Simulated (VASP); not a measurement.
# Ge (Fd-3m) in VASP: notebook, part 2 of 3

VASP 6.6.1.

### 3 Electric field gradients, LDA (23.09 Å³/atom)

This run uses another cell than the first one, of 23.09 Å³/atom.

INCAR reads:

```
SYSTEM = Ge
PREC = Accurate
ENCUT = 520
EDIFF = 1E-8
ISMEAR = -1
SIGMA = 0.05
LREAL = .FALSE.
LASPH = .TRUE.
NELM = 80
ALGO = Normal
ISIF = 2
LWAVE = .FALSE.
LCHARG = .FALSE.
GGA = CA
LEFG = .TRUE.
NBANDS = 21
```

KPOINTS reads:

```
Automatic mesh
0
G
  10 10 10
  0 0 0
```

POSCAR reads:

```
Ge
1.0
    0.0000000000      2.8475041221      2.8475041221
    2.8475041221      0.0000000000      2.8475041221
    2.8475041221      2.8475041221      0.0000000000
Ge
2
Direct
    0.5000000000      0.5000000000      0.5000000000
    0.7500000000      0.7500000000      0.7500000000
```

Potentials or basis: VASP PAW LDA potentials, release 64 (Ge_d).

Launch:

```
> cat potpaw_LDA.64/Ge_d/POTCAR > POTCAR
> mpirun -np 1 vasp_std > vasp.out
```

OUTCAR:

```text
SYSTEM = Ge
   PREC = Accurate
   ENCUT = 520
   EDIFF = 1E-8
   ISMEAR = -1
   LREAL = .FALSE.
   LASPH = .TRUE.
   NELM = 80
   ISIF = 2
   GGA = CA

 ion  position               nearest neighbor table
   1  0.500  0.500  0.500-   2 2.47   2 2.47   2 2.47   2 2.47
   2  0.750  0.750  0.750-   1 2.47   1 2.47   1 2.47   1 2.47

  LATTYP: Found a face centered cubic cell.
 ALAT       =     5.6950082442

  Lattice vectors:

 A1 = (   0.0000000000,   2.8475041221,   2.8475041221)
 A2 = (   2.8475041221,   0.0000000000,   2.8475041221)
 A3 = (   2.8475041221,   2.8475041221,   0.0000000000)

Analysis of symmetry for initial positions (statically):
=====================================================================
 Subroutine PRICEL returns:
 Original cell was already a primitive cell.

 Routine SETGRP: Setting up the symmetry group for a
 face centered cubic supercell.

 Subroutine GETGRP returns: Found 48 space group operations
 (whereof 24 operations were pure point group operations)
 out of a pool of 48 trial point group operations.

The static configuration has the point symmetry T_d .
 The point group associated with its full space group is O_h .

Analysis of symmetry for dynamics (positions and initial velocities):
=====================================================================
 Subroutine PRICEL returns:
 Original cell was already a primitive cell.

 Routine SETGRP: Setting up the symmetry group for a
 face centered cubic supercell.

 Subroutine GETGRP returns: Found 48 space group operations
 (whereof 24 operations were pure point group operations)
 out of a pool of 48 trial point group operations.

The dynamic configuration has the point symmetry T_d .
 The point group associated with its full space group is O_h .

 Subroutine INISYM returns: Found 48 space group operations
 (whereof 24 operations are pure point group operations),
 and found     1 'primitive' translations

----------------------------------------------------------------------------------------

                                     Primitive cell

  volume of cell :      46.1767

  direct lattice vectors                    reciprocal lattice vectors
     0.000000000  2.847504122  2.847504122    -0.175592371  0.175592371  0.175592371
     2.847504122  0.000000000  2.847504122     0.175592371 -0.175592371  0.175592371
     2.847504122  2.847504122  0.000000000     0.175592371  0.175592371 -0.175592371

  length of vectors
     4.026978948  4.026978948  4.026978948     0.304134908  0.304134908  0.304134908

  position of ions in fractional coordinates (direct lattice)
     0.500000000  0.500000000  0.500000000
     0.750000000  0.750000000  0.750000000

  ion indices of the primitive-cell ions
   primitive index   ion index
                 1           1
                 2           2

----------------------------------------------------------------------------------------

 KPOINTS: Automatic mesh

[... 66 lines left out ...]
   NELM   =     80;   NELMIN=  2; NELMDL= -5     # of ELM steps
   EDIFF  = 0.1E-07   stopping-criterion for ELM
   LREAL  =      F    real-space projection
   EDIFFG = 0.1E-06   stopping-criterion for IOM
   NSW    =      0    number of steps for IOM
   IBRION =     -1    ionic relax: 0-MD 1-quasi-New 2-CG
   NFREE  =      0    steps in history (QN), initial steepest desc. (CG)
   ISIF   =      2    stress and relaxation
   ISYM   =      2    0-nonsym 1-usesym 2-fastsym
   POTIM  = 0.5000    time-step for ionic-motion
   TEBEG  =    0.0;   TEEND  =   0.0 temperature during run
   PSTRESS=    0.0 pullay stress
   NELECT =      28.0000    total number of electrons
   NUPDOWN=      -1.0000    fix difference up-down
   EMIN   =  10.00;   EMAX   =-10.00  energy-range for DOS
   EFERMI =   0.00;   METHOD = LEGACY
   ISMEAR =    -1;   SIGMA  =   0.05  broadening in eV -4-tet -1-fermi 0-gaus
   EFERMI_NEDOS =   21; number of points for ismear=-14 and -15
   IALGO  =     38    algorithm
   IMIX   =      4    mixing-type and parameters
     AMIX     =   0.40;   BMIX     =  1.00
     AMIX_MAG =   1.60;   BMIX_MAG =  1.00
  volume/ion in A,a.u.               =      23.09       155.81
  Fermi-wavevector in a.u.,A,eV,Ry     =   1.385649  2.618496 26.123491  1.920022
  Thomas-Fermi vector in A             =   2.510039
   LORBIT       =      0    0 simple, 1 ext, 2 COOP (PROOUT), +10 PAW based schemes
   GGA     = CA    functional components
   LHFCALC =     F    Hartree Fock is set to
   AEXX    =    0.0000 exact exchange contribution
   IVDW    =     0    specifies the selected vdW correction
   LEPSILON=     F    determine dielectric tensor
   LRPA    =     F    only Hartree local field effects (RPA)
 non-spin polarized calculation
  energy-cutoff  :      520.00
  volume of cell :       46.18
 maximum number of plane-waves:      1266
 NGX is ok and might be reduce to    30
   NGX = 15   NGY = 15   NGZ = 15

 number of electron      28.0000006 magnetization

 Free energy of the ion-electron system (eV)
  ---------------------------------------------------
  ext. energy  EPLUGINS =         0.00000000
  ---------------------------------------------------
  free energy    TOTEN  =       -10.37620622 eV

  energy without entropy =      -10.37527161  energy(sigma->0) =      -10.37573892

 E-fermi :   4.4938     XC(G=0): -10.1961

 val. band max:        4.3091495613   @ k =   0.1000   0.0000   0.0000
 cond. band min:       4.5337637275   @ k =   0.0000   0.0000   0.0000
 fundamental gap:      0.2246141662
 Fermi energy:         4.4938013657

 k-point     1 :       0.0000    0.0000    0.0000
  band No.  band energies     occupation
      1     -20.3786      2.00000
      2     -20.3786      2.00000
      3     -20.3786      2.00000
      4     -20.3434      2.00000
      5     -20.3434      2.00000
      6     -20.1432      2.00000
[... 565 lines left out ...]
     20      15.8892      0.00000
     21      16.2450      0.00000

 [... further k-points ...]
[... 5 lines left out ...]
  --------------------------------------------------------------------------------------
  -------------------------------------------------------------------------------------
  Total       -0.7012246     -0.7012246     -0.7012246     -0.0000000      0.0000000     -0.0000000
  in kB      -24.3301437    -24.3301437    -24.3301437     -0.0000000      0.0000000     -0.0000000
  external PRESSURE =     -24.3301437 kB  Pullay stress =       0.0000000 kB

 VOLUME and BASIS-vectors are now :
 -----------------------------------------------------------------------------
  energy-cutoff  :      520.00
  volume of cell :       46.18
      direct lattice vectors                 reciprocal lattice vectors
     0.000000000  2.847504122  2.847504122    -0.175592371  0.175592371  0.175592371
     2.847504122  0.000000000  2.847504122     0.175592371 -0.175592371  0.175592371
     2.847504122  2.847504122  0.000000000     0.175592371  0.175592371 -0.175592371

 POSITION                                       TOTAL-FORCE (eV/Angst)
 -----------------------------------------------------------------------------------
      2.84750      2.84750      2.84750         0.000000      0.000000      0.000000
      4.27126      4.27126      4.27126        -0.000000     -0.000000     -0.000000
 -----------------------------------------------------------------------------------
    total drift:                                0.000000     -0.000000     -0.000000

  FREE ENERGIE OF THE ION-ELECTRON SYSTEM (eV)
  ---------------------------------------------------
  free  energy   TOTEN  =       -10.3762062228 eV

  energy  without entropy=      -10.3752716146  energy(sigma->0) =      -10.37573892

 Electric field gradients (V/A^2)
---------------------------------------------------------------------
 ion       V_xx      V_yy      V_zz      V_xy      V_xz      V_yz
---------------------------------------------------------------------
   1      -0.000     0.000     0.000     0.004     0.004     0.004
   2      -0.000     0.000     0.000     0.004     0.004     0.004
---------------------------------------------------------------------

 Electric field gradients after diagonalization (V/A^2)
 (convention: |V_zz| > |V_xx| > |V_yy|)
----------------------------------------------------------------------
 ion       V_xx      V_yy      V_zz     asymmetry (V_yy - V_xx)/ V_zz
----------------------------------------------------------------------
   1      -0.004    -0.004     0.008       0.000
   2      -0.004    -0.004     0.008       0.000
----------------------------------------------------------------------

           NMR quadrupolar parameters

 Cq : quadrupolar parameter    Cq=e*Q*V_zz/h
 eta: asymmetry parameters     (V_yy - V_xx)/ V_zz
 Q  : nuclear electric quadrupole moment in mb (millibarn)
----------------------------------------------------------------------
 ion       Cq(MHz)       eta       Q (mb)
----------------------------------------------------------------------
   1       0.000       0.000       1.000
   2       0.000       0.000       1.000
----------------------------------------------------------------------
```

OSZICAR:

```text
N       E                     dE             d eps       ncg     rms          rms(c)
DAV:   1     0.192010740190E+03    0.19201E+03   -0.14838E+04  2247   0.356E+03
DAV:   2     0.171475269455E+02   -0.17486E+03   -0.16890E+03  1984   0.605E+02
DAV:   3    -0.963922304629E+01   -0.26787E+02   -0.26617E+02  2269   0.143E+02
DAV:   4    -0.105277834256E+02   -0.88856E+00   -0.88817E+00  2219   0.305E+01
DAV:   5    -0.105419747923E+02   -0.14191E-01   -0.14191E-01  2244   0.426E+00    0.319E+00
DAV:   6    -0.104315322028E+02    0.11044E+00   -0.34376E-02  2239   0.163E+00    0.183E+00
DAV:   7    -0.103755120086E+02    0.56020E-01   -0.68991E-02  2127   0.195E+00    0.136E-01
DAV:   8    -0.103761590955E+02   -0.64709E-03   -0.53229E-03  2219   0.829E-01    0.494E-02
DAV:   9    -0.103762094229E+02   -0.50327E-04   -0.80159E-05  2256   0.884E-02    0.125E-02
DAV:  10    -0.103762062169E+02    0.32060E-05   -0.82296E-06  2672   0.392E-02    0.400E-03
DAV:  11    -0.103762062211E+02   -0.42337E-08   -0.83346E-07  2170   0.825E-03    0.168E-03
DAV:  12    -0.103762062228E+02   -0.16698E-08   -0.64376E-08  2538   0.329E-03
   1 F= -.10376206E+02 E0= -.10375739E+02  d E =-.934608E-03
```

It took 16 s on 1 thread of Intel Xeon 6975P-C (Granite Rapids), shared host; peak memory 0.16 GiB.

Results:

```
Free energy                             : -10.3762 eV
Pressure                                : -2.4 GPa
Band gap on the k mesh                  : zero (filled and empty bands touch)
Largest electric field gradient by atom : zero within the noise of the run
```

Caveat: semilocal functionals underestimate gaps, so a narrow gap can read as zero.

### 4 Electric field gradients, LDA (23.99 Å³/atom)

This run uses another cell than the first one, of 23.99 Å³/atom.

INCAR reads:

```
PREC = Accurate
ENCUT = 520
EDIFF = 1E-8
ISMEAR = -1
SIGMA = 0.05
LREAL = F
LASPH = T
NELM = 80
ALGO = Normal
ISIF = 2
LWAVE = F
LCHARG = F
LEFG = T
NBANDS = 21
```

KPOINTS reads:

```
Automatic mesh
0
Gamma
  10 10 10
```

POSCAR reads:

```
Ge
1.0
    0.0000000000      2.8842501637      2.8842501637
    2.8842501637      0.0000000000      2.8842501637
    2.8842501637      2.8842501637      0.0000000000
Ge
2
Direct
    0.5000000000      0.5000000000      0.5000000000
    0.7500000000      0.7500000000      0.7500000000
```

Potentials or basis: VASP PAW LDA potentials, release 64 (Ge_d).

Launch:

```
> cat potpaw_LDA.64/Ge_d/POTCAR > POTCAR
> mpirun -np 1 vasp_std > vasp.out
```

OUTCAR:

```text
PREC = Accurate
   ENCUT = 520
   EDIFF = 1E-8
   ISMEAR = -1
   LREAL = F
   LASPH = T
   NELM = 80
   ISIF = 2

 ion  position               nearest neighbor table
   1  0.500  0.500  0.500-   2 2.50   2 2.50   2 2.50   2 2.50
   2  0.750  0.750  0.750-   1 2.50   1 2.50   1 2.50   1 2.50

  LATTYP: Found a face centered cubic cell.
 ALAT       =     5.7685003274

  Lattice vectors:

 A1 = (   0.0000000000,   2.8842501637,   2.8842501637)
 A2 = (   2.8842501637,   0.0000000000,   2.8842501637)
 A3 = (   2.8842501637,   2.8842501637,   0.0000000000)

Analysis of symmetry for initial positions (statically):
=====================================================================
 Subroutine PRICEL returns:
 Original cell was already a primitive cell.

 Routine SETGRP: Setting up the symmetry group for a
 face centered cubic supercell.

 Subroutine GETGRP returns: Found 48 space group operations
 (whereof 24 operations were pure point group operations)
 out of a pool of 48 trial point group operations.

The static configuration has the point symmetry T_d .
 The point group associated with its full space group is O_h .

Analysis of symmetry for dynamics (positions and initial velocities):
=====================================================================
 Subroutine PRICEL returns:
 Original cell was already a primitive cell.

 Routine SETGRP: Setting up the symmetry group for a
 face centered cubic supercell.

 Subroutine GETGRP returns: Found 48 space group operations
 (whereof 24 operations were pure point group operations)
 out of a pool of 48 trial point group operations.

The dynamic configuration has the point symmetry T_d .
 The point group associated with its full space group is O_h .

 Subroutine INISYM returns: Found 48 space group operations
 (whereof 24 operations are pure point group operations),
 and found     1 'primitive' translations

----------------------------------------------------------------------------------------

                                     Primitive cell

  volume of cell :      47.9876

  direct lattice vectors                    reciprocal lattice vectors
     0.000000000  2.884250164  2.884250164    -0.173355282  0.173355282  0.173355282
     2.884250164  0.000000000  2.884250164     0.173355282 -0.173355282  0.173355282
     2.884250164  2.884250164  0.000000000     0.173355282  0.173355282 -0.173355282

  length of vectors
     4.078945699  4.078945699  4.078945699     0.300260156  0.300260156  0.300260156

  position of ions in fractional coordinates (direct lattice)
     0.500000000  0.500000000  0.500000000
     0.750000000  0.750000000  0.750000000

  ion indices of the primitive-cell ions
   primitive index   ion index
                 1           1
                 2           2

----------------------------------------------------------------------------------------

 KPOINTS: Automatic mesh

Automatic generation of k-mesh.
 Grid dimensions read from file:
[... 64 lines left out ...]
   NELM   =     80;   NELMIN=  2; NELMDL= -5     # of ELM steps
   EDIFF  = 0.1E-07   stopping-criterion for ELM
   LREAL  =      F    real-space projection
   EDIFFG = 0.1E-06   stopping-criterion for IOM
   NSW    =      0    number of steps for IOM
   IBRION =     -1    ionic relax: 0-MD 1-quasi-New 2-CG
   NFREE  =      0    steps in history (QN), initial steepest desc. (CG)
   ISIF   =      2    stress and relaxation
   ISYM   =      2    0-nonsym 1-usesym 2-fastsym
   POTIM  = 0.5000    time-step for ionic-motion
   TEBEG  =    0.0;   TEEND  =   0.0 temperature during run
   PSTRESS=    0.0 pullay stress
   NELECT =      28.0000    total number of electrons
   NUPDOWN=      -1.0000    fix difference up-down
   EMIN   =  10.00;   EMAX   =-10.00  energy-range for DOS
   EFERMI =   0.00;   METHOD = LEGACY
   ISMEAR =    -1;   SIGMA  =   0.05  broadening in eV -4-tet -1-fermi 0-gaus
   EFERMI_NEDOS =   21; number of points for ismear=-14 and -15
   IALGO  =     38    algorithm
   IMIX   =      4    mixing-type and parameters
     AMIX     =   0.40;   BMIX     =  1.00
     AMIX_MAG =   1.60;   BMIX_MAG =  1.00
  volume/ion in A,a.u.               =      23.99       161.92
  Fermi-wavevector in a.u.,A,eV,Ry     =   1.367995  2.585136 25.462092  1.871411
  Thomas-Fermi vector in A             =   2.493998
   LORBIT       =      0    0 simple, 1 ext, 2 COOP (PROOUT), +10 PAW based schemes
   GGA     = CA    functional components
   LHFCALC =     F    Hartree Fock is set to
   AEXX    =    0.0000 exact exchange contribution
   IVDW    =     0    specifies the selected vdW correction
   LEPSILON=     F    determine dielectric tensor
   LRPA    =     F    only Hartree local field effects (RPA)
 non-spin polarized calculation
  energy-cutoff  :      520.00
  volume of cell :       47.99
 maximum number of plane-waves:      1308
   NGX = 15   NGY = 15   NGZ = 15

 number of electron      27.9999977 magnetization

 Free energy of the ion-electron system (eV)
  ---------------------------------------------------
  ext. energy  EPLUGINS =         0.00000000
  ---------------------------------------------------
  free energy    TOTEN  =       -10.33705156 eV

  energy without entropy =      -10.33549102  energy(sigma->0) =      -10.33627129

 E-fermi :   4.0793     XC(G=0): -10.0180

 val. band max:        4.0689311004   @ k =   0.5000   0.0000   0.0000
 cond. band min:       4.1506674914   @ k =   0.4000   0.0000   0.0000
 fundamental gap:      0.0817363910
 Fermi energy:         4.0792973946

 k-point     1 :       0.0000    0.0000    0.0000
  band No.  band energies     occupation
      1     -20.6927      2.00000
      2     -20.6927      2.00000
      3     -20.6927      2.00000
      4     -20.6602      2.00000
      5     -20.6602      2.00000
      6     -20.4792      2.00000
[... 565 lines left out ...]
     20      15.2619      0.00000
     21      15.7106      0.00000

 [... further k-points ...]
[... 5 lines left out ...]
  --------------------------------------------------------------------------------------
  -------------------------------------------------------------------------------------
  Total       -1.3483621     -1.3483621     -1.3483621      0.0000000      0.0000000     -0.0000000
  in kB      -45.0182231    -45.0182231    -45.0182231      0.0000000      0.0000000     -0.0000000
  external PRESSURE =     -45.0182231 kB  Pullay stress =       0.0000000 kB

 VOLUME and BASIS-vectors are now :
 -----------------------------------------------------------------------------
  energy-cutoff  :      520.00
  volume of cell :       47.99
      direct lattice vectors                 reciprocal lattice vectors
     0.000000000  2.884250164  2.884250164    -0.173355282  0.173355282  0.173355282
     2.884250164  0.000000000  2.884250164     0.173355282 -0.173355282  0.173355282
     2.884250164  2.884250164  0.000000000     0.173355282  0.173355282 -0.173355282

 POSITION                                       TOTAL-FORCE (eV/Angst)
 -----------------------------------------------------------------------------------
      2.88425      2.88425      2.88425        -0.000000     -0.000000     -0.000000
      4.32638      4.32638      4.32638         0.000000      0.000000      0.000000
 -----------------------------------------------------------------------------------
    total drift:                                0.000000     -0.000000     -0.000000

  FREE ENERGIE OF THE ION-ELECTRON SYSTEM (eV)
  ---------------------------------------------------
  free  energy   TOTEN  =       -10.3370515588 eV

  energy  without entropy=      -10.3354910184  energy(sigma->0) =      -10.33627129

 Electric field gradients (V/A^2)
---------------------------------------------------------------------
 ion       V_xx      V_yy      V_zz      V_xy      V_xz      V_yz
---------------------------------------------------------------------
   1      -0.000     0.000     0.000     0.005     0.005     0.005
   2      -0.000     0.000     0.000     0.005     0.005     0.005
---------------------------------------------------------------------

 Electric field gradients after diagonalization (V/A^2)
 (convention: |V_zz| > |V_xx| > |V_yy|)
----------------------------------------------------------------------
 ion       V_xx      V_yy      V_zz     asymmetry (V_yy - V_xx)/ V_zz
----------------------------------------------------------------------
   1      -0.005    -0.005     0.009       0.000
   2      -0.005    -0.005     0.009       0.000
----------------------------------------------------------------------

           NMR quadrupolar parameters

 Cq : quadrupolar parameter    Cq=e*Q*V_zz/h
 eta: asymmetry parameters     (V_yy - V_xx)/ V_zz
 Q  : nuclear electric quadrupole moment in mb (millibarn)
----------------------------------------------------------------------
 ion       Cq(MHz)       eta       Q (mb)
----------------------------------------------------------------------
   1       0.000       0.000       1.000
   2       0.000       0.000       1.000
----------------------------------------------------------------------
```

stdout:

```text
POSCAR found type information on POSCAR Ge
 POSCAR found :  1 types and       2 ions
 scaLAPACK will be used
 LDA part: xc-table for (Slater(with rela. corr.)+CA(PZ))
 , standard interpolation
 POSCAR, INCAR and KPOINTS ok, starting setup
 FFT: planning ... GRIDC
 FFT: planning ... GRID_SOFT
 FFT: planning ... GRID
 WAVECAR not read
 entering main loop
ion   1

ion   2
```

Run time: 19 s. Hardware: 1 thread of Intel Xeon 6975P-C (Granite Rapids), shared host; peak memory 0.16 GiB.

Results:

- Free energy: -10.3371 eV
- Pressure: -4.5 GPa
- Band gap on the k mesh: zero (bands 14 and 15 overlap by 0.10 eV)
- Largest electric field gradient by atom: zero within the noise of the run

Caveat: the cell stands under tension; semilocal functionals underestimate gaps, so a narrow gap can read as zero.

(Continued in part 3 of 3.)
